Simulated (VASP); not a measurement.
# Ta2W (Ta (110), 3 layers): single point with PBE

The system is Ta2W (Ta (110), 3 layers), a slab with vacuum.

```
W Ta
1.0
     2.87529    0.00000    0.00000
    -0.95843    2.71085    0.00000
     0.00000    0.00000   20.69530
W Ta
1 2
Direct
  0.00000 0.00000 0.39040
  0.50000 0.50000 0.50000
  0.00000 0.00000 0.60960
```

* Program: VASP 6.6.1
* Task: single point
* Functional: PBE
* Potentials or basis: VASP PAW PBE potentials, release 64 (W_sv, Ta_pv)
* Cutoff: 400 eV
* k mesh: 13 × 13 × 1
* Occupations: fermi-dirac, width 0.1 eV
* Spin: no spin polarisation

```yaml
Largest_force: 0.831 eV/Å
Band_gap_on_the_k_mesh: zero (band 18 reaches 0.18 eV, above the bottom of band 19 at -1.24 eV)
```

Forces on the atoms (eV/Å):
```
W    0.000  0.000  0.746
Ta   0.000  0.000 -0.831
Ta   0.000  0.000  0.085
```

Levels at points of the mesh, in eV from the Fermi level:
```tsv
k point	band 16	band 17	band 18	band 19	band 20	band 21
(0.00, 0.00, 0.00)	-0.79	-0.30	0.07	0.33	0.56	1.07
```

Run time: 120 s on 1 thread of Intel(R) Xeon(R) 6975P-C (Granite Rapids) (shared host), peak memory 0.29 GiB.

Caveat: spin-orbit coupling is left out, which moves the levels of the heavy elements.
